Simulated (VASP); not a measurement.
Write the native input for VASP 6.6.1 that does the following.

```yaml
Task: single point
Functional: PBE
Potentials_or_basis: VASP PAW PBE potentials, release 64 (Al, Ru_pv)
Cutoff: 520 eV
k_mesh: 18 × 18 × 18
Occupations: gaussian, width 0.15 eV
Spin: no spin polarisation
Dipole_correction: no
Further_INCAR_settings: ALGO = Fast; EDIFF = 1e-06; NBANDS = 16
```

The structure of AlRu lies in POSCAR:

```
AlRu
1.0
    3.3581265107      0.0000000000      0.0000000000
    0.0000000000      3.3581265107      0.0000000000
    0.0000000000      0.0000000000      2.3741954431
Al Ru
1 1
Direct
    0.0000000000      0.0000000000      0.0000000000
    0.5000000000      0.5000000000      0.5000000000
```

This cell differs from its parent crystal: ratio of the length along z to the lengths across it x 0.707, volume and fractional coordinates fixed.

These files were run (other wordings do the same):

INCAR

```
  PREC = Accurate
  ENCUT = 520
  EDIFF = 1E-6
  ISMEAR = 0
  SIGMA = 0.15
  LREAL = False
  LASPH = True
  NELM = 100
  ALGO = Fast
  ISIF = 2
  LWAVE = False
  LCHARG = True
  GGA = PE
  LELF = True
  LVHAR = True
  NBANDS = 16
```

KPOINTS

```
regular mesh
0
Gamma
  18 18 18
```

Potentials or basis: VASP PAW PBE potentials, release 64 (Al, Ru_pv).

Command:

```sh
$ cat potpaw_PBE.64/Al/POTCAR potpaw_PBE.64/Ru_pv/POTCAR > POTCAR
$ mpirun -np 1 vasp_std > vasp.out
```

It gave:

* Pressure: 23.2 GPa

Run time: 2.7 min on 1 thread of Intel Xeon 6975P-C (shared host), peak memory 0.33 GiB.
